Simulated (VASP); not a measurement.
A run of VASP 6.6.1:

File INCAR:

```
SYSTEM = Ge
ALGO = Normal
DIPOL = 0.5 0.5 0.500
EDIFF = 1E-7
ENCUT = 520
GGA = PE
IDIPOL = 3
ISIF = 2
ISMEAR = -1
ISYM = 0
LASPH = .True.
LCHARG = .False.
LDIPOL = .True.
LREAL = .False.
LWAVE = .False.
NBANDS = 36
NELM = 60
PREC = Accurate
SIGMA = 0.02
```

The input KPOINTS:

```
Automatic mesh
0
Gamma
  9 9 1
  0.5 0.5 0
```

Contents of POSCAR:

```
Ge
1.0
    4.0736070246      0.0000000000      0.0000000000
   -2.0368035123      3.5278471684      0.0000000000
    0.0000000000      0.0000000000     20.1576000000
Ge
4
Direct
    0.1617520984      0.3402858939      0.3963621318
    0.4955138991      1.0065493734      0.4338268683
    0.5054357908      0.9954315177      0.5665046366
    0.8391954959      0.6616861973      0.6039634666
```

Potentials or basis: VASP PAW PBE potentials, release 64 (Ge_d).

Command:

```bash
$ cat potpaw_PBE.64/Ge_d/POTCAR > POTCAR
$ mpirun -np 1 vasp_std > vasp.out
```

Hardware: 1 thread of Oxide Virtual Turin-like Processor, on a shared host.

How long does it take, and how much memory?

Wall time 36 min on 1 thread of Oxide Virtual Turin-like Processor (shared host), peak memory 0.98 GiB. Counts: scf iterations 26, k points 123.
